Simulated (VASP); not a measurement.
Input of a VASP 6.6.1 run:

File INCAR:

```
SYSTEM = ZrNbTe3
  PREC = Accurate
  ENCUT = 520
  EDIFF = 1E-6
  ISMEAR = 0
  SIGMA = 0.1
  LREAL = .False.
  LASPH = .True.
  NELM = 100
  ALGO = Normal
  ISIF = 2
  LWAVE = .False.
  LCHARG = .False.
  GGA = PE
  NBANDS = 30
```

File KPOINTS:

```
Automatic mesh
0
Gamma
  3 3 4
  0 0 0
```

File POSCAR:

```
ZrNbTe3
1.0
    6.0806475000      0.0000000000      0.0000000000
   -3.0403237500      5.2659952000      0.0000000000
    0.0000000000      0.0000000000      4.6421444500
Zr Nb Te
1 1 3
Direct
    0.0000000000      0.0000000000      0.0000000000
    0.0000000000      0.0000000000      0.5000000000
    0.3600530900      0.0000000000      0.0000000000
    0.0000000000      0.3600530900      0.0000000000
    0.6399469100      0.6399469100      0.0000000000
```

Potentials or basis: VASP PAW PBE potentials, release 64 (Zr_sv, Nb_sv, Te).

Run with:

```console
$ cat potpaw_PBE.64/Zr_sv/POTCAR potpaw_PBE.64/Nb_sv/POTCAR potpaw_PBE.64/Te/POTCAR > POTCAR
$ mpirun -np 1 vasp_std > vasp.out
```

Q: Predict the largest force.

A: 12.007 eV/Å.

Q: Estimate the pressure.

A: 37.3 GPa.

Stress tensor (GPa, compression positive):
```
49.01  0.00  0.00
 0.00 49.01  0.00
 0.00  0.00 13.98
```

Caveat: the k points lie up to 0.40 Å⁻¹ apart; forces of over 1 eV/Å act on the atoms, so gaps and moduli don't describe the material at rest.
